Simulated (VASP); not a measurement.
Here is a VASP 6.6.1 calculation.

The input INCAR:

```
PREC = Accurate
ENCUT = 520
EDIFF = 1E-6
ISMEAR = 0
SIGMA = 0.1
LREAL = False
LASPH = True
NELM = 60
ALGO = Normal
ISIF = 2
LWAVE = False
LCHARG = True
GGA = PE
LELF = True
LVHAR = True
NBANDS = 24
```

The input KPOINTS:

```
Automatic mesh
0
Gamma
  4 4 2
```

The input POSCAR:

```
K2Be2Pt
1.0
    4.5394998471      0.0000000000      0.0000000000
    0.0000000000      4.5394998471      0.0000000000
    0.0000000000      0.0000000000      6.5321077580
K Be Pt
2 2 1
Direct
    0.0000000000      0.0000000000      0.7340994440
    0.0000000000      0.0000000000      0.2659005560
    0.5000000000      0.5000000000      0.8324129344
    0.5000000000      0.5000000000      0.1675870656
    0.5000000000      0.5000000000      0.5000000000
```

Potentials or basis: VASP PAW PBE potentials, release 64 (K_sv, Be, Pt).

Launch:

```console
$ cat potpaw_PBE.64/K_sv/POTCAR potpaw_PBE.64/Be/POTCAR potpaw_PBE.64/Pt/POTCAR > POTCAR
$ mpirun -np 1 vasp_std > vasp.out
```

Q: Estimate the pressure.

A: 0.1 GPa.

Q: What does it give for the largest force?

A: 0.013 eV/Å.

Forces on the atoms (eV/Å):
```
K    0.000  0.000 -0.011
K    0.000  0.000  0.011
Be   0.000  0.000 -0.013
Be   0.000  0.000  0.013
Pt   0.000  0.000  0.000
```

Caveat: the k points lie up to 0.48 Å⁻¹ apart, too coarse for converged energies and pressures of a metal.
